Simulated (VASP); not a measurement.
# SmPb2 (P6/mmm) in VASP: notebook

SmPb2 is run at these levels: PBE; tasks: single point.

All numbers are computed with VASP 6.6.1; they aren't measurements. Logs are shortened: lines on timing, memory, paths and dates and some standing lists are left out, and cuts for length are marked.

**1. The cell of the first run**

It takes space group P6/mmm (No. 191, hexagonal). The conventional cell has a = 5.153 Å, b = 5.153 Å, c = 3.618 Å, α = 90.00°, β = 90.00°, γ = 120.00°. Within 4.6 Å of Sm (site symmetry 6/mmm) lie 12 Pb at 3.48 Å and 2 Sm at 3.62 Å. Pb (site symmetry -6m2) has 5 Pb at 2.98 to 3.62 Å and 6 Sm at 3.48 Å within 3.9 Å.

The cell was built from a structure type or drawn by symmetry, and may not be a known phase.

**2. Single point, PBE**

INCAR

```
ALGO = Normal
EDIFF = 1E-6
ENCUT = 500
GGA = PE
GGA_COMPAT = F
ISIF = 2
ISMEAR = 0
LASPH = T
LCHARG = F
LMAXMIX = 6
LREAL = F
LWAVE = F
NBANDS = 26
NELM = 200
PREC = Accurate
SIGMA = 0.1
```

KPOINTS

```
k-points
0
Gamma
  6 6 6
```

POSCAR

```
SmPb2
1.0
    5.1529239900      0.0000000000      0.0000000000
   -2.5764619900      4.4625630800      0.0000000000
    0.0000000000      0.0000000000      3.6179643600
Sm Pb
1 2
Direct
    0.0000000000      0.0000000000      0.0000000000
    0.6666666700      0.3333333300      0.5000000000
    0.3333333300      0.6666666700      0.5000000000
```

Potentials or basis: VASP PAW PBE potentials, release 64 (Sm_3, Pb_d), 4f in core.

Run with:

```bash
$ cat potpaw_PBE.64/Sm_3/POTCAR potpaw_PBE.64/Pb_d/POTCAR > POTCAR
$ mpirun -np 1 vasp_std > vasp.out
```

OUTCAR:

```text
EDIFF = 1E-6
   ENCUT = 500
   GGA = PE
   ISIF = 2
   ISMEAR = 0
   LASPH = T
   LREAL = F
   NELM = 200
   PREC = Accurate

 ion  position               nearest neighbor table
   1  0.000  0.000  0.000-   2 3.48   3 3.48   2 3.48   3 3.48   3 3.48   3 3.48   2 3.48   2 3.48
                             2 3.48   2 3.48   3 3.48   3 3.48
   2  0.667  0.333  0.500-   3 2.98   3 2.98   3 2.98   1 3.48   1 3.48   1 3.48   1 3.48   1 3.48
                             1 3.48
   3  0.333  0.667  0.500-   2 2.98   2 2.98   2 2.98   1 3.48   1 3.48   1 3.48   1 3.48   1 3.48
                             1 3.48

  LATTYP: Found a hexagonal cell.
 ALAT       =     5.1529239900
 C/A-ratio  =     0.7021187130

  Lattice vectors:

 A1 = (   5.1529239900,   0.0000000000,   0.0000000000)
 A2 = (  -2.5764619900,   4.4625630800,   0.0000000000)
 A3 = (   0.0000000000,   0.0000000000,   3.6179643600)

Analysis of symmetry for initial positions (statically):
=====================================================================
 Subroutine PRICEL returns:
 Original cell was already a primitive cell.

 Routine SETGRP: Setting up the symmetry group for a
 hexagonal supercell.

 Subroutine GETGRP returns: Found 24 space group operations
 (whereof 24 operations were pure point group operations)
 out of a pool of 24 trial point group operations.

The static configuration has the point symmetry D_6h.

Analysis of symmetry for dynamics (positions and initial velocities):
=====================================================================
 Subroutine PRICEL returns:
 Original cell was already a primitive cell.

 Routine SETGRP: Setting up the symmetry group for a
 hexagonal supercell.

 Subroutine GETGRP returns: Found 24 space group operations
 (whereof 24 operations were pure point group operations)
 out of a pool of 24 trial point group operations.

The dynamic configuration has the point symmetry D_6h.

 Subroutine INISYM returns: Found 24 space group operations
 (whereof 24 operations are pure point group operations),
 and found     1 'primitive' translations

----------------------------------------------------------------------------------------

                                     Primitive cell

  volume of cell :      83.1960

  direct lattice vectors                    reciprocal lattice vectors
     5.152923990  0.000000000  0.000000000     0.194064574  0.112043234  0.000000000
    -2.576461990  4.462563080  0.000000000     0.000000000  0.224086468  0.000000000
     0.000000000  0.000000000  3.617964360     0.000000000  0.000000000  0.276398522

  length of vectors
     5.152923990  5.152923988  3.617964360     0.224086468  0.224086468  0.276398522

  position of ions in fractional coordinates (direct lattice)
     0.000000000  0.000000000  0.000000000
     0.666666670  0.333333330  0.500000000
     0.333333330  0.666666670  0.500000000

  ion indices of the primitive-cell ions
   primitive index   ion index
                 1           1
                 2           2
                 3           3

----------------------------------------------------------------------------------------

 KPOINTS: k-points

Automatic generation of k-mesh.
 Grid dimensions read from file:
 generate k-points for:    6    6    6

 Generating k-lattice:

  Cartesian coordinates                     Fractional coordinates (reciprocal lattice)
     0.032344096  0.018673872  0.000000000     0.166666667 -0.000000000  0.000000000
     0.000000000  0.037347745  0.000000000     0.000000000  0.166666667  0.000000000
     0.000000000  0.000000000  0.046066420     0.000000000  0.000000000  0.166666667

  Length of vectors
     0.037347745  0.037347745  0.046066420

  Shift w.r.t. Gamma in fractional coordinates (k-lattice)
     0.000000000  0.000000000  0.000000000

 Subroutine IBZKPT returns following result:
 ===========================================

 Found     28 irreducible k-points:

 Following reciprocal coordinates:
            Coordinates               Weight
  0.000000  0.000000  0.000000      1.000000
  0.166667  0.000000  0.000000      6.000000
  0.333333  0.000000  0.000000      6.000000
  0.500000  0.000000  0.000000      3.000000
  0.166667  0.166667  0.000000      6.000000
  0.333333  0.166667  0.000000     12.000000
[... 16 lines left out ...]
  0.166667  0.000000  0.500000      6.000000
  0.333333  0.000000  0.500000      6.000000
 [... further k-points ...]
   k-points           NKPTS =     28   k-points in BZ     NKDIM =     28   number of bands    NBANDS=     26
   number of dos      NEDOS =    301   number of ions     NIONS =      3
   total plane-waves  NPLWV =  44800
   dimension x,y,z NGX =    40 NGY =   40 NGZ =   28
   dimension x,y,z NGXF=    80 NGYF=   80 NGZF=   56
   ions per type =               1   2
   NGX,Y,Z   is equivalent  to a cutoff of  12.90, 12.90, 12.87 a.u.
   NGXF,Y,Z  is equivalent  to a cutoff of  25.81, 25.81, 25.73 a.u.
 SYSTEM =  unknown system
   PREC   = accura    normal or accurate (medium, high low for compatibility)
   ISTART =      0    job   : 0-new  1-cont  2-samecut
   ICHARG =      2    charge: 1-file 2-atom 10-const
   ISPIN  =      1    spin polarized calculation?
   LNONCOLLINEAR =      F non collinear calculations
   LSORBIT =      F    spin-orbit coupling
   LASPH  =      T    aspherical Exc in radial PAW
   ENCUT  =  500.0 eV  36.75 Ry    6.06 a.u.   9.39  9.39  6.60*2*pi/ulx,y,z
   NELM   =    200;   NELMIN=  2; NELMDL= -5     # of ELM steps
   EDIFF  = 0.1E-05   stopping-criterion for ELM
   LREAL  =      F    real-space projection
   EDIFFG = 0.1E-04   stopping-criterion for IOM
   NSW    =      0    number of steps for IOM
   IBRION =     -1    ionic relax: 0-MD 1-quasi-New 2-CG
   NFREE  =      0    steps in history (QN), initial steepest desc. (CG)
   ISIF   =      2    stress and relaxation
   ISYM   =      2    0-nonsym 1-usesym 2-fastsym
   POTIM  = 0.5000    time-step for ionic-motion
   TEBEG  =    0.0;   TEEND  =   0.0 temperature during run
   PSTRESS=    0.0 pullay stress
   NELECT =      39.0000    total number of electrons
   NUPDOWN=      -1.0000    fix difference up-down
   EMIN   =  10.00;   EMAX   =-10.00  energy-range for DOS
   EFERMI =   0.00;   METHOD = LEGACY
   ISMEAR =     0;   SIGMA  =   0.10  broadening in eV -4-tet -1-fermi 0-gaus
   EFERMI_NEDOS =   21; number of points for ismear=-14 and -15
   IALGO  =     38    algorithm
   IMIX   =      4    mixing-type and parameters
     AMIX     =   0.40;   BMIX     =  1.00
     AMIX_MAG =   1.60;   BMIX_MAG =  1.00
  volume/ion in A,a.u.               =      27.73       187.14
  Fermi-wavevector in a.u.,A,eV,Ry     =   1.271732  2.403225 22.004730  1.617302
  Thomas-Fermi vector in A             =   2.404649
   LORBIT       =      0    0 simple, 1 ext, 2 COOP (PROOUT), +10 PAW based schemes
   GGA     = PE    functional components
   LHFCALC =     F    Hartree Fock is set to
   AEXX    =    0.0000 exact exchange contribution
   IVDW    =     0    specifies the selected vdW correction
   LEPSILON=     F    determine dielectric tensor
   LRPA    =     F    only Hartree local field effects (RPA)
 non-spin polarized calculation
 Gauss-broadening in eV      SIGMA  =   0.10
  energy-cutoff  :      500.00
  volume of cell :       83.20
 maximum number of plane-waves:      2143
 NGX is ok and might be reduce to    40
   NGX = 19   NGY = 19   NGZ = 13

 number of electron      38.9999997 magnetization

 Free energy of the ion-electron system (eV)
  ---------------------------------------------------
  ext. energy  EPLUGINS =         0.00000000
  ---------------------------------------------------
  free energy    TOTEN  =       -12.27580111 eV

  energy without entropy =      -12.26979947  energy(sigma->0) =      -12.27280029

 E-fermi :   7.0453     XC(G=0): -10.6016

 val. band max:        6.9879065939   @ k =   0.5000   0.0000   0.5000
 cond. band min:       7.0836989272   @ k =   0.1667   0.0000   0.3333
 fundamental gap:      0.0957923333
 Fermi energy:         7.0453330408

 k-point     1 :       0.0000    0.0000    0.0000
  band No.  band energies     occupation
      1     -34.6225      2.00000
      2     -14.0976      2.00000
      3     -14.0976      2.00000
      4     -13.7309      2.00000
      5     -10.0644      2.00000
      6      -9.9727      2.00000
[... 18 lines left out ...]
     25      10.6200      0.00000
     26      11.7096      0.00000

 k-point     2 :       0.1667    0.0000    0.0000
  band No.  band energies     occupation
      1     -34.6223      2.00000
      2     -14.1053      2.00000
      3     -14.0974      2.00000
      4     -13.7319      2.00000
      5     -10.0712      2.00000
      6     -10.0313      2.00000
[... 18 lines left out ...]
     25      11.1394      0.00000
     26      12.2450      0.00000

 k-point     3 :       0.3333    0.0000    0.0000
  band No.  band energies     occupation
      1     -34.6220      2.00000
      2     -14.1198      2.00000
      3     -14.0972      2.00000
      4     -13.7341      2.00000
      5     -10.1379      2.00000
      6     -10.1115      2.00000
[... 18 lines left out ...]
     25      11.5736      0.00000
     26      13.0620      0.00000

 k-point     4 :       0.5000    0.0000    0.0000
  band No.  band energies     occupation
      1     -34.6219      2.00000
      2     -14.1266      2.00000
      3     -14.0970      2.00000
      4     -13.7352      2.00000
      5     -10.1764      2.00000
      6     -10.1431      2.00000
[... 18 lines left out ...]
     25      11.5291      0.00000
     26      13.3645      0.00000
[... 496 lines left out ...]
      1     -34.5908      2.00000
      2     -14.2409      2.00000
      3     -14.0332      2.00000
      4     -14.0332      2.00000
      5      -9.9640      2.00000
      6      -9.9640      2.00000
[... 18 lines left out ...]
     25      12.2005      0.00000
     26      12.5500      0.00000

 k-point    23 :       0.1667    0.0000    0.5000
  band No.  band energies     occupation
      1     -34.5908      2.00000
      2     -14.2375      2.00000
      3     -14.0372      2.00000
      4     -14.0361      2.00000
      5     -10.0299      2.00000
      6     -10.0290      2.00000
[... 18 lines left out ...]
     25      11.5586      0.00000
     26      11.5636      0.00000

 k-point    24 :       0.3333    0.0000    0.5000
  band No.  band energies     occupation
      1     -34.5906      2.00000
      2     -14.2311      2.00000
      3     -14.0449      2.00000
      4     -14.0418      2.00000
      5     -10.1132      2.00000
      6     -10.1126      2.00000
[... 18 lines left out ...]
     25      11.2087      0.00000
     26      11.4562      0.00000

 [... further k-points ...]

------------------------ aborting loop because EDIFF is reached ----------------------------------------

  FORCE on cell =-STRESS in cart. coord.  units (eV):
  Direction    XX          YY          ZZ          XY          YZ          ZX
  --------------------------------------------------------------------------------------
  -------------------------------------------------------------------------------------
  Total        4.5865342      4.5865342      2.9579582      0.0000000      0.0000000     -0.0000000
  in kB       88.3268677     88.3268678     56.9639678      0.0000001      0.0000000     -0.0000000
  external PRESSURE =      77.8725678 kB  Pullay stress =       0.0000000 kB

 VOLUME and BASIS-vectors are now :
 -----------------------------------------------------------------------------
  energy-cutoff  :      500.00
  volume of cell :       83.20
      direct lattice vectors                 reciprocal lattice vectors
     5.152923990  0.000000000  0.000000000     0.194064574  0.112043234  0.000000000
    -2.576461990  4.462563080  0.000000000     0.000000000  0.224086468  0.000000000
     0.000000000  0.000000000  3.617964360     0.000000000  0.000000000  0.276398522

 POSITION                                       TOTAL-FORCE (eV/Angst)
 -----------------------------------------------------------------------------------
      0.00000      0.00000      0.00000        -0.000000      0.000000      0.000000
      2.57646      1.48752      1.80898        -0.000000      0.000000     -0.000000
     -0.00000      2.97504      1.80898         0.000000     -0.000000      0.000000
 -----------------------------------------------------------------------------------
    total drift:                                0.000000     -0.000000      0.000000

  FREE ENERGIE OF THE ION-ELECTRON SYSTEM (eV)
  ---------------------------------------------------
  free  energy   TOTEN  =       -12.2758011056 eV

  energy  without entropy=      -12.2697994665  energy(sigma->0) =      -12.27280029
```

Run time: 19 s. Hardware: 1 thread of Intel Xeon 6975P-C (Granite Rapids), shared host; peak memory 0.23 GiB.

Results:

```
Free energy            : -12.2758 eV
Pressure               : 7.8 GPa
Band gap on the k mesh : zero (an odd number of electrons rules out a gap without spin polarisation)
```

Stress tensor (GPa, compression positive):
```
8.83 0.00 0.00
0.00 8.83 0.00
0.00 0.00 5.70
```

Levels at points of the mesh, in eV from the Fermi level:
```tsv
k point	band 17	band 18	band 19	band 20	band 21	band 22
(0.00, 0.00, 0.00)	-3.11	-3.11	-0.81	1.33	1.33	1.86
(0.50, 0.00, 0.00)	-3.06	-2.76	0.38	0.73	1.08	2.87
(0.00, 0.00, 0.50)	-4.50	-0.96	-0.96	-0.89	-0.89	0.57
(0.50, 0.00, 0.50)	-3.26	-2.88	-2.73	-0.06	1.78	1.98
```

Caveat: the cell stands under pressure; spin-orbit coupling is left out, which moves the levels of the heavy elements; the 4f electrons are frozen in the core, so they carry no moment and show no levels.

**3. Single point, PBE**

This run uses another cell than the first one, of 30.96 Å³/atom.

INCAR

```
  PREC = Accurate
  ENCUT = 500
  EDIFF = 1E-6
  ISMEAR = 0
  SIGMA = 0.1
  LREAL = F
  LASPH = T
  NELM = 200
  ALGO = Normal
  ISIF = 2
  LWAVE = F
  LCHARG = F
  GGA = PE
  NBANDS = 26
  GGA_COMPAT = F
  LMAXMIX = 6
```

KPOINTS

```
Automatic mesh
0
Gamma
  6 6 6
```

POSCAR

```
SmPb2
1.0
    5.4103177131     -0.0000000030      0.0000000000
   -2.7051588539      4.6854725836      0.0000000000
    0.0000000000      0.0000000000      3.6637725336
Sm Pb
1 2
Direct
    0.0000000000      0.0000000000      0.0000000000
    0.6666666667      0.3333333333      0.5000000000
    0.3333333333      0.6666666667      0.5000000000
```

Potentials or basis: VASP PAW PBE potentials, release 64 (Sm_3, Pb_d), 4f in core.

Run with:

```bash
$ cat potpaw_PBE.64/Sm_3/POTCAR potpaw_PBE.64/Pb_d/POTCAR > POTCAR
$ mpirun -np 1 vasp_std > vasp.out
```

Wall time 19 s (1 thread of Intel Xeon 6975P-C (Granite Rapids), shared host); peak memory 0.23 GiB.

It converged, with:

| Item | Value |
| --- | --- |
| Free energy | -12.5189 eV |
| Pressure | 0.3 GPa |
| Band gap on the k mesh | zero (an odd number of electrons rules out a gap without spin polarisation) |

Stress tensor (GPa, compression positive):
```
0.42 0.00 0.00
0.00 0.42 0.00
0.00 0.00 0.17
```

Levels at points of the mesh, in eV from the Fermi level:
```tsv
k point	band 17	band 18	band 19	band 20	band 21	band 22
(0.00, 0.00, 0.00)	-2.81	-2.81	-0.77	0.98	0.98	2.19
(0.50, 0.00, 0.00)	-2.82	-2.77	0.27	0.63	1.41	2.43
(0.00, 0.00, 0.50)	-4.30	-0.85	-0.85	-0.72	-0.72	0.41
(0.50, 0.00, 0.50)	-2.79	-2.63	-2.40	-0.26	1.51	1.54
```

Caveat: spin-orbit coupling is left out, which moves the levels of the heavy elements; the 4f electrons are frozen in the core, so they carry no moment and show no levels. Spin polarisation is off, so any magnetic state and its effect on volume and gap are missing.
